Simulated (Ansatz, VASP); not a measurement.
W in VASP and in Ansatz

```xyz
1
Lattice="-1.5852 1.5852 1.5852 1.5852 -1.5852 1.5852 1.5852 1.5852 -1.5852" Properties=species:S:1:pos:R:3 pbc="T T T"
W     0.0000    0.0000    0.0000
```

Alike in both runs: task single point; functional PBE; k mesh 8 × 8 × 8; occupations gaussian, width 0.1 eV; no spin polarisation.

```csv
,VASP,Ansatz
version,VASP 6.6.1,Ansatz 0.2.0
potentials or method,"VASP PAW PBE potentials, release 64 (W_sv), cutoff 500 eV","scalar-relativistic, plane waves, PAW"
valence electrons in the cell,14,14
```

|  | VASP | Ansatz | Ansatz less VASP |
| --- | --- | --- | --- |
| gap on the k mesh at the Fermi level (eV) | none | none | - |
| pressure (GPa) | 4.9 | 4.3 | -0.52 |

A gap of «none» marks a metal or a gap that the smearing closes.

Neither program's run includes spin-orbit coupling.
